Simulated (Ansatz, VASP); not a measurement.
## One calculation of NiO2, two programs

Contents of INCAR:

```
PREC = Accurate ; ENCUT = 700
EDIFF = 1E-6 ; ISMEAR = 0
SIGMA = 0.05 ; LREAL = False
LASPH = True ; NELM = 120
ALGO = Normal ; ISIF = 2
LWAVE = False ; LCHARG = False
GGA = PS ; NBANDS = 22
GGA_COMPAT = False
```

Contents of KPOINTS:

```
Automatic mesh
0
Gamma
  12 12 6
```

File POSCAR:

```
NiO2
1.0
    2.8624235356      0.0000000000      0.0000000000
   -1.4312117678      2.4789314982      0.0000000000
    0.0000000000      0.0000000000      4.7038205961
Ni O
1 2
Direct
    0.0000000000      0.0000000000      0.5000000000
    0.6666666667      0.3333333333      0.6876599244
    0.3333333333      0.6666666667      0.3123400756
```

Input for Ansatz:

```yaml
crystal:
  lattice:
    - [2.8624235356, 0.0, 0.0]
    - [-1.4312117678, 2.4789314982, 0.0]
    - [0.0, 0.0, 4.7038205961]
  atoms:
    - { symbol: Ni, position: [0.0, 0.0, 0.5] }
    - { symbol: O, position: [0.6666666667, 0.3333333333, 0.6876599244] }
    - { symbol: O, position: [0.3333333333, 0.6666666667, 0.3123400756] }
basis:
  ecutwfc: 520.0
kpoints:
  mp_grid: { grid: [12, 12, 6] }
hamiltonian:
  xc: pbesol
scf:
  occupations: { method: gaussian, width: 0.05 }
output:
  forces: true
  stress: true
  eigenvalues: true
```

Alike in both runs: task single point; functional PBEsol; k mesh 12 × 12 × 6; occupations gaussian, width 0.05 eV; no spin polarisation.

|  | VASP | Ansatz |
| --- | --- | --- |
| version | VASP 6.6.1 | Ansatz 0.2.0 |
| potentials or method | VASP PAW PBE potentials, release 64 (Ni_sv_GW, O), cutoff 700 eV | scalar-relativistic, plane waves, PAW |
| valence electrons in the cell | 30 | 30 |

```tsv
	VASP	Ansatz	Ansatz less VASP
gap on the k mesh at the Fermi level (eV)	0.89	0.90	+0.009
least direct gap on the mesh (eV)	1.21	1.21	+0.004
pressure (GPa)	-4.6	-4.8	-0.25
traceless stress, the component that is largest in VASP (GPa)	6.67	7.09	+0.424
rms of the force components (eV/Å)	0.138	0.125	-0.0133
```

VASP's potentials were made for PBE, not for PBEsol. Atom by atom the forces differ by 0.013 eV/Å (rms over components). The functional is the same, so the differences come from potentials, cutoffs and numerics.
